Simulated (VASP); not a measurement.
# CdGeAs2 (I-42d) in VASP: notebook, part 2 of 2

VASP 6.6.1. The steps go on from the part before.

## Step 3: Single point, PBE (strain +3.0%)

Contents of INCAR:

```
PREC = Accurate
ENCUT = 520
EDIFF = 1E-6
ISMEAR = -1
SIGMA = 0.02
LREAL = F
LASPH = T
NELM = 80
ALGO = Normal
ISIF = 2
LWAVE = F
LCHARG = F
GGA = PE
NBANDS = 46
```

Contents of KPOINTS:

```
regular mesh
0
Gamma
  6 6 6
```

Contents of POSCAR:

```
CdGeAs2
1.0
   -3.0798079677      3.0798079677      5.8214660023
    3.0798079677     -3.0798079677      5.8214660023
    3.0798079677      3.0798079677     -5.8214660023
Cd Ge As
2 2 4
Direct
    0.2500000000      0.7500000000      0.5000000000
    0.5000000000      0.5000000000      0.0000000000
    0.0000000000      0.0000000000      0.0000000000
    0.7500000000      0.2500000000      0.5000000000
    0.8750000000      0.3449727183      0.9699727183
    0.6550272817      0.6250000000      0.5300272817
    0.3750000000      0.9050272817      0.0300272817
    0.0949727183      0.1250000000      0.4699727183
```

Potentials or basis: VASP PAW PBE potentials, release 64 (Cd, Ge_d, As).

Launch:

```sh
$ cat potpaw_PBE.64/Cd/POTCAR potpaw_PBE.64/Ge_d/POTCAR potpaw_PBE.64/As/POTCAR > POTCAR
$ mpirun -np 1 vasp_std > vasp.out
```

OUTCAR:

```text
PREC = Accurate
   ENCUT = 520
   EDIFF = 1E-6
   ISMEAR = -1
   LREAL = F
   LASPH = T
   NELM = 80
   ISIF = 2
   GGA = PE

 ion  position               nearest neighbor table
   1  0.250  0.750  0.500-   7 2.73   6 2.73   8 2.73   5 2.73
   2  0.500  0.500  0.000-   6 2.73   5 2.73   7 2.73   8 2.73
   3  0.000  0.000  0.000-   8 2.52   6 2.52   7 2.52   5 2.52
   4  0.750  0.250  0.500-   5 2.52   6 2.52   7 2.52   8 2.52
   5  0.875  0.345  0.970-   4 2.52   3 2.52   1 2.73   2 2.73
   6  0.655  0.625  0.530-   3 2.52   4 2.52   1 2.73   2 2.73
   7  0.375  0.905  0.030-   3 2.52   4 2.52   2 2.73   1 2.73
   8  0.095  0.125  0.470-   3 2.52   4 2.52   2 2.73   1 2.73

  LATTYP: Found a body centered tetragonal cell.
 ALAT       =     6.1596159354
 C/A-ratio  =     1.8902042151

  Lattice vectors:

 A1 = (  -3.0798079677,   3.0798079677,   5.8214660023)
 A2 = (   3.0798079677,  -3.0798079677,   5.8214660023)
 A3 = (   3.0798079677,   3.0798079677,  -5.8214660023)

Analysis of symmetry for initial positions (statically):
=====================================================================
 Subroutine PRICEL returns:
 Original cell was already a primitive cell.

 Routine SETGRP: Setting up the symmetry group for a
 body centered tetragonal supercell.

 Subroutine GETGRP returns: Found  8 space group operations
 (whereof  4 operations were pure point group operations)
 out of a pool of 16 trial point group operations.

The static configuration has the point symmetry S_4 .
 The point group associated with its full space group is D_2d.

Analysis of symmetry for dynamics (positions and initial velocities):
=====================================================================
 Subroutine PRICEL returns:
 Original cell was already a primitive cell.

 Routine SETGRP: Setting up the symmetry group for a
 body centered tetragonal supercell.

 Subroutine GETGRP returns: Found  8 space group operations
 (whereof  4 operations were pure point group operations)
 out of a pool of 16 trial point group operations.

The dynamic configuration has the point symmetry S_4 .
 The point group associated with its full space group is D_2d.

 Subroutine INISYM returns: Found  8 space group operations
 (whereof  4 operations are pure point group operations),
 and found     1 'primitive' translations

----------------------------------------------------------------------------------------

                                     Primitive cell

  volume of cell :     220.8715

  direct lattice vectors                    reciprocal lattice vectors
    -3.079807968  3.079807968  5.821466002     0.000000000  0.162347784  0.085889018
     3.079807968 -3.079807968  5.821466002     0.162347784  0.000000000  0.085889018
     3.079807968  3.079807968 -5.821466002     0.162347784  0.162347784  0.000000000

  length of vectors
     7.270481459  7.270481459  7.270481459     0.183667435  0.183667435  0.229594439

  position of ions in fractional coordinates (direct lattice)
     0.250000000  0.750000000  0.500000000
     0.500000000  0.500000000  0.000000000
     0.000000000  0.000000000  0.000000000
[... 37 lines left out ...]

 Subroutine IBZKPT returns following result:
 ===========================================

 Found     30 irreducible k-points:

 Following reciprocal coordinates:
            Coordinates               Weight
  0.000000  0.000000  0.000000      1.000000
  0.166667  0.000000 -0.000000      8.000000
  0.333333  0.000000 -0.000000      8.000000
  0.500000  0.000000 -0.000000      4.000000
  0.166667  0.166667 -0.000000      8.000000
  0.333333  0.166667 -0.000000     16.000000
[... 16 lines left out ...]
 -0.333333 -0.333333  0.166667      8.000000
 -0.166667 -0.333333  0.166667      8.000000
 [... further k-points ...]
   k-points           NKPTS =     30   k-points in BZ     NKDIM =     30   number of bands    NBANDS=     46
   number of dos      NEDOS =    301   number of ions     NIONS =      8
   total plane-waves  NPLWV = 157464
   dimension x,y,z NGX =    54 NGY =   54 NGZ =   54
   dimension x,y,z NGXF=   108 NGYF=  108 NGZF=  108
   ions per type =               2   2   4
   NGX,Y,Z   is equivalent  to a cutoff of  12.35, 12.35, 12.35 a.u.
   NGXF,Y,Z  is equivalent  to a cutoff of  24.70, 24.70, 24.70 a.u.
 SYSTEM =  unknown system
   PREC   = accura    normal or accurate (medium, high low for compatibility)
   ISTART =      0    job   : 0-new  1-cont  2-samecut
   ICHARG =      2    charge: 1-file 2-atom 10-const
   ISPIN  =      1    spin polarized calculation?
   LNONCOLLINEAR =      F non collinear calculations
   LSORBIT =      F    spin-orbit coupling
   LASPH  =      T    aspherical Exc in radial PAW
   ENCUT  =  520.0 eV  38.22 Ry    6.18 a.u.  13.52 13.52 13.52*2*pi/ulx,y,z
   NELM   =     80;   NELMIN=  2; NELMDL= -5     # of ELM steps
   EDIFF  = 0.1E-05   stopping-criterion for ELM
   LREAL  =      F    real-space projection
   EDIFFG = 0.1E-04   stopping-criterion for IOM
   NSW    =      0    number of steps for IOM
   IBRION =     -1    ionic relax: 0-MD 1-quasi-New 2-CG
   NFREE  =      0    steps in history (QN), initial steepest desc. (CG)
   ISIF   =      2    stress and relaxation
   ISYM   =      2    0-nonsym 1-usesym 2-fastsym
   POTIM  = 0.5000    time-step for ionic-motion
   TEBEG  =    0.0;   TEEND  =   0.0 temperature during run
   PSTRESS=    0.0 pullay stress
   NELECT =      72.0000    total number of electrons
   NUPDOWN=      -1.0000    fix difference up-down
   EMIN   =  10.00;   EMAX   =-10.00  energy-range for DOS
   EFERMI =   0.00;   METHOD = LEGACY
   ISMEAR =    -1;   SIGMA  =   0.02  broadening in eV -4-tet -1-fermi 0-gaus
   EFERMI_NEDOS =   21; number of points for ismear=-14 and -15
   IALGO  =     38    algorithm
   IMIX   =      4    mixing-type and parameters
     AMIX     =   0.40;   BMIX     =  1.00
     AMIX_MAG =   1.60;   BMIX_MAG =  1.00
  volume/ion in A,a.u.               =      27.61       186.31
  Fermi-wavevector in a.u.,A,eV,Ry     =   1.126693  2.129142 17.271756  1.269438
  Thomas-Fermi vector in A             =   2.263376
   LORBIT       =      0    0 simple, 1 ext, 2 COOP (PROOUT), +10 PAW based schemes
   GGA     = PE    functional components
   LHFCALC =     F    Hartree Fock is set to
   AEXX    =    0.0000 exact exchange contribution
   IVDW    =     0    specifies the selected vdW correction
   LEPSILON=     F    determine dielectric tensor
   LRPA    =     F    only Hartree local field effects (RPA)
 non-spin polarized calculation
  energy-cutoff  :      520.00
  volume of cell :      220.87
 maximum number of plane-waves:      5990
   NGX = 27   NGY = 27   NGZ = 27

 number of electron      71.9999994 magnetization

 Free energy of the ion-electron system (eV)
  ---------------------------------------------------
  ext. energy  EPLUGINS =         0.00000000
  ---------------------------------------------------
  free energy    TOTEN  =       -29.89031473 eV

  energy without entropy =      -29.89022319  energy(sigma->0) =      -29.89026896

 E-fermi :   2.2687     XC(G=0):  -8.9256

 val. band max:        2.1661614896   @ k =   0.1667   0.0000  -0.0000
 cond. band min:       2.3282713540   @ k =   0.0000   0.0000   0.0000
 fundamental gap:      0.1621098645
 Fermi energy:         2.2687158445

 k-point     1 :       0.0000    0.0000    0.0000
  band No.  band energies     occupation
      1     -22.5210      2.00000
      2     -22.5206      2.00000
      3     -22.5206      2.00000
      4     -22.5183      2.00000
      5     -22.5160      2.00000
      6     -22.5160      2.00000
[... 1165 lines left out ...]
     45       6.5481      0.00000
     46       6.9707      0.00000

 [... further k-points ...]
[... 5 lines left out ...]
  --------------------------------------------------------------------------------------
  -------------------------------------------------------------------------------------
  Total       -3.0522126     -3.0522126     -2.8282163      0.0000000      0.0000000      0.0000000
  in kB      -22.1404138    -22.1404138    -20.5155692      0.0000000      0.0000000      0.0000000
  external PRESSURE =     -21.5987989 kB  Pullay stress =       0.0000000 kB

 VOLUME and BASIS-vectors are now :
 -----------------------------------------------------------------------------
  energy-cutoff  :      520.00
  volume of cell :      220.87
      direct lattice vectors                 reciprocal lattice vectors
    -3.079807968  3.079807968  5.821466002     0.000000000  0.162347784  0.085889018
     3.079807968 -3.079807968  5.821466002     0.162347784  0.000000000  0.085889018
     3.079807968  3.079807968 -5.821466002     0.162347784  0.162347784  0.000000000

 POSITION                                       TOTAL-FORCE (eV/Angst)
 -----------------------------------------------------------------------------------
      3.07981     -0.00000      2.91073        -0.000000     -0.000000      0.000000
      0.00000      0.00000      5.82147        -0.000000     -0.000000     -0.000000
      0.00000      0.00000      0.00000        -0.000000     -0.000000      0.000000
     -0.00000      3.07981      2.91073        -0.000000     -0.000000     -0.000000
      1.35495      4.61971      1.45537         0.104414     -0.000000      0.000000
      1.53990      1.72486      4.36610        -0.000000     -0.104414     -0.000000
      1.72486     -1.53990      7.27683        -0.104414     -0.000000     -0.000000
      1.53990      1.35495     -1.45537        -0.000000      0.104414      0.000000
 -----------------------------------------------------------------------------------
    total drift:                               -0.000002     -0.000002      0.000001

  FREE ENERGIE OF THE ION-ELECTRON SYSTEM (eV)
  ---------------------------------------------------
  free  energy   TOTEN  =       -29.8903147301 eV

  energy  without entropy=      -29.8902231873  energy(sigma->0) =      -29.89026896
```

Wall time 8.6 min (1 thread of Intel Xeon Platinum 8259CL at 2.50GHz (Skylake/Cascade Lake), shared host); peak memory 0.57 GiB.

What came out:

```
Free energy            : -29.8903 eV
Pressure               : -2.2 GPa
Largest force          : 0.104 eV/Å
Band gap on the k mesh : 0.16 eV, indirect (least direct gap 0.21 eV)
```

Forces in eV/Å, atoms in the order of the input:
```
Cd   0.000  0.000  0.000
Cd   0.000  0.000  0.000
Ge   0.000  0.000  0.000
Ge   0.000  0.000  0.000
As   0.104  0.000  0.000
As   0.000 -0.104  0.000
As  -0.104  0.000  0.000
As   0.000  0.104  0.000
```

Stress tensor (GPa, compression positive):
```
-2.21  0.00  0.00
 0.00 -2.21  0.00
 0.00  0.00 -2.05
```

Caveat: the cell differs from its parent crystal (strain +3.0%).
